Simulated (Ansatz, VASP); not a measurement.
**One calculation of CdSe, two programs**

```
Cd Se
1.0
     4.01935    0.00000    0.00000
    -2.00968    3.48086    0.00000
     0.00000    0.00000    6.43034
Cd Se
2 2
Direct
  0.00000 0.00000 0.00000
  0.00000 0.00000 0.50000
  0.33333 0.66667 0.25000
  0.66667 0.33333 0.75000
```

Change from the starting cell: uniaxial_z strain -3.4%.

Alike in both runs: task single point; functional r2SCAN; k mesh 12 × 12 × 4; occupations fermi-dirac, width 0.02 eV; no spin polarisation.

|  | VASP | Ansatz |
| --- | --- | --- |
| version | VASP 6.6.1 | Ansatz 0.2.0 |
| potentials or method | VASP PAW PBE potentials, release 64 (Cd, Se) | plane waves, PAW |
| plane-wave cutoff (eV) | 520 | 500 |
| valence electrons in the cell | 36 | 72 |

Ansatz gave:

| Quantity | Value |
| --- | --- |
| pressure (GPa) | 2.7 |
| traceless stress, the component that is largest in VASP (GPa) | 1.78 |

Q: Estimate VASP's values.

A: Pressure (GPa): 3.2; traceless stress, the component that is largest in VASP (GPa): 1.75.

VASP's potentials were made for PBE, not for r2SCAN. VASP's potentials hold 36 valence electrons a cell and Ansatz's 72, so a difference there can come from the potentials and not from the codes.
